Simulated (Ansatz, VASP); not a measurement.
# One calculation of InSb, two programs

```
In Sb
1.0
     3.74410    0.00000    0.00000
     0.00000    3.74410    0.00000
     0.00000    0.00000    3.68699
In Sb
1 1
Direct
  0.00000 0.00000 0.96061
  0.50000 0.50000 0.53939
```

Alike in both runs: task single point; functional PBEsol; k mesh 10 × 10 × 10; occupations gaussian, width 0.1 eV; no spin polarisation.

|  | VASP | Ansatz |
| --- | --- | --- |
| version | VASP 6.6.1 | Ansatz 0.2.0 |
| potentials or method | VASP PAW PBE potentials, release 64 (In_d, Sb), cutoff 520 eV | scalar-relativistic, plane waves, PAW |
| valence electrons in the cell | 18 | 28 |

|  | VASP | Ansatz | Ansatz less VASP |
| --- | --- | --- | --- |
| gap on the k mesh at the Fermi level (eV) | none | none | - |
| pressure (GPa) | 1.2 | 1.2 | -0.01 |
| traceless stress, the component that is largest in VASP (GPa) | -1.31 | -1.31 | +0.003 |
| rms of the force components (eV/Å) | 0.240 | 0.237 | -0.0033 |

VASP's potentials were made for PBE, not for PBEsol. Atom by atom the forces differ by 0.003 eV/Å (rms over components). A gap of «none» marks a metal or a gap that the smearing closes. With one functional, cell and mesh, what is left measures potentials, basis and numerics. VASP's potentials hold 18 valence electrons a cell and Ansatz's 28, so a difference there can come from the potentials and not from the codes.

Neither program's run includes spin-orbit coupling.
